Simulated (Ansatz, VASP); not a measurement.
**Al2Pt: VASP beside Ansatz**

```
CELL_PARAMETERS angstrom
-0.05910 2.92545 2.92545
2.92545 -0.05910 2.92545
2.92545 2.92545 -0.05910
ATOMIC_POSITIONS crystal
Al 0.25000 0.25000 0.25000
Al 0.75000 0.75000 0.75000
Pt 0.00000 0.00000 0.00000
```

Change from the starting cell: equal xy, yz and zx shear strains of -2 %.

Alike in both runs: task single point; functional LDA; k mesh 12 × 12 × 12; occupations fermi-dirac, width 0.08 eV; no spin polarisation.

|  | VASP | Ansatz |
| --- | --- | --- |
| version | VASP 6.6.1 | Ansatz 0.2.0 |
| potentials or method | VASP PAW LDA potentials, release 64 (Al, Pt), cutoff 520 eV | all-electron LAPW, scalar-relativistic |

```tsv
	VASP	Ansatz	Ansatz less VASP
pressure (GPa)	-3.4	-3.7	-0.33
traceless stress, the component that is largest in VASP (GPa)	1.86	1.84	-0.023
rms of the force components (eV/Å)	0.127	0.124	-0.0026
```

LDA's correlation is that of Perdew and Zunger in VASP and of Perdew and Wang (1992) in Ansatz. Atom by atom the forces differ by 0.003 eV/Å (rms over components). Ansatz ran all-electron here, and VASP with PAW potentials.

Spin-orbit coupling is off throughout.
